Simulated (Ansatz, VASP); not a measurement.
# Zr in VASP and in Ansatz

```xyz
2
Lattice="1.6155 -2.7982 0.0000 1.6155 2.7982 0.0000 0.0000 0.0000 5.1751" Properties=species:S:1:pos:R:3 pbc="T T T"
Zr    1.6155   -0.9327    1.2938
Zr    1.6155    0.9327    3.8814
```

Alike in both runs: task single point; functional PBE; k mesh 15 × 15 × 8; occupations fermi-dirac, width 0.08 eV; no spin polarisation.

|  | VASP | Ansatz |
| --- | --- | --- |
| version | VASP 6.6.1 | Ansatz 0.2.0 |
| potentials or method | VASP PAW PBE potentials, release 64 (Zr_sv), cutoff 520 eV | all-electron LAPW, scalar-relativistic |

|  | VASP | Ansatz | Ansatz less VASP |
| --- | --- | --- | --- |
| pressure (GPa) | 0.0 | 0.0 | -0.01 |

Ansatz ran all-electron here, and VASP with PAW potentials.
